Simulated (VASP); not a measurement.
A run of VASP 6.6.1:

Contents of POSCAR:

```
LiNbO3
1.0
    2.6270998535      1.5167568076      4.6253000000
   -2.6270998535      1.5167568076      4.6253000000
    0.0000000000     -3.0335136152      4.6253000000
Li Nb O
2 2 6
Direct
    0.2974869660      0.2974869660      0.2974869660
    0.7974869660      0.7974869660      0.7974869660
    0.0163358042      0.0163358042      0.0163358042
    0.5163358042      0.5163358042      0.5163358042
    0.1328940041      0.3660887535      0.7373944722
    0.7373944722      0.1328940041      0.3660887535
    0.3660887535      0.7373944722      0.1328940041
    0.2373944722      0.8660887535      0.6328940041
    0.8660887535      0.6328940041      0.2373944722
    0.6328940041      0.2373944722      0.8660887535
```

File INCAR.step1:

```
PREC = Accurate
ENCUT = 520
ISMEAR = 0
SIGMA = 0.01
LREAL = F
LASPH = T
NELM = 80
NBANDS = 45
GGA = PE
ALGO = Normal
EDIFF = 1E-4
LWAVE = T
LCHARG = F
```

The input INCAR.step2:

```
PREC = Accurate
ENCUT = 520
EDIFF = 1E-6
ISMEAR = 0
SIGMA = 0.01
LREAL = F
LASPH = T
NELM = 80
ALGO = Normal
ISIF = 2
LWAVE = F
LCHARG = F
METAGGA = R2SCAN
LMIXTAU = T
NBANDS = 45
ISTART = 1
```

Contents of KPOINTS:

```
regular mesh
0
Gamma
  5 5 5
```

Potentials or basis: VASP PAW PBE potentials, release 64 (Li_sv, Nb_sv, O).

Launch:

```sh
$ cat potpaw_PBE.64/Li_sv/POTCAR potpaw_PBE.64/Nb_sv/POTCAR potpaw_PBE.64/O/POTCAR > POTCAR
$ cp INCAR.step1 INCAR
$ mpirun -np 1 vasp_std > vasp.out
$ cp INCAR.step2 INCAR
$ mpirun -np 1 vasp_std > vasp.out
```

Hardware: 1 thread of Intel(R) Xeon(R) Platinum 8559C (Emerald Rapids), with other jobs on the host.

**Question.** Estimate the wall time of this run.

**Answer.** It took 4.7 min on 1 thread of Intel(R) Xeon(R) Platinum 8559C (Emerald Rapids), on a shared host, peak memory 0.32 GiB. Counts: k points 19.
